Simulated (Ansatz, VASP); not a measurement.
## NbN in VASP and in Ansatz

INCAR

```
PREC = Accurate
ENCUT = 520
EDIFF = 1E-8
ISMEAR = -1
SIGMA = 0.08
LREAL = F
LASPH = T
NELM = 120
ALGO = Normal
ISIF = 2
LWAVE = F
LCHARG = F
GGA = PS
LEFG = T
NBANDS = 16
GGA_COMPAT = F
```

File KPOINTS:

```
regular mesh
0
Gamma
  14 14 14
```

Contents of POSCAR:

```
NbN
1.0
    0.0000000000      2.2090335361      2.2090335361
    2.2090335361      0.0000000000      2.2090335361
    2.2090335361      2.2090335361      0.0000000000
Nb N
1 1
Direct
    0.5000000000      0.5000000000      0.5000000000
    0.0000000000      0.0000000000      0.0000000000
```

Input for Ansatz:

```yaml
crystal:
  lattice:
    - [0.0, 2.2090335361, 2.2090335361]
    - [2.2090335361, 0.0, 2.2090335361]
    - [2.2090335361, 2.2090335361, 0.0]
  atoms:
    - { symbol: Nb, position: [0.5, 0.5, 0.5] }
    - { symbol: "N", position: [0.0, 0.0, 0.0] }
kpoints:
  mp_grid: { grid: [14, 14, 14] }
scf:
  occupations: { method: fermi_dirac, width: 0.08 }
hamiltonian:
  xc: pbesol
  pseudopotentials: { kind: all_electron, datasets: crystal }
output:
  forces: true
  stress: true
  eigenvalues: true
  efg: { contact_densities: true }
```

Change from the starting cell: volume scaled by 1.02, crystal datasets.

Alike in both runs: task electric field gradients; functional PBEsol; k mesh 14 × 14 × 14; occupations fermi-dirac, width 0.08 eV; no spin polarisation.

|  | VASP | Ansatz |
| --- | --- | --- |
| version | VASP 6.6.1 | Ansatz 0.2.0 |
| potentials or method | VASP PAW PBE potentials, release 64 (Nb_sv, N), cutoff 520 eV | all-electron PAW with datasets made for the crystal, scalar-relativistic |

```csv
,VASP,Ansatz,Ansatz less VASP
pressure (GPa),-8.5,-8.1,+0.42
```

VASP's potentials were made for PBE, not for PBEsol. Ansatz ran all-electron here, and VASP with PAW potentials.
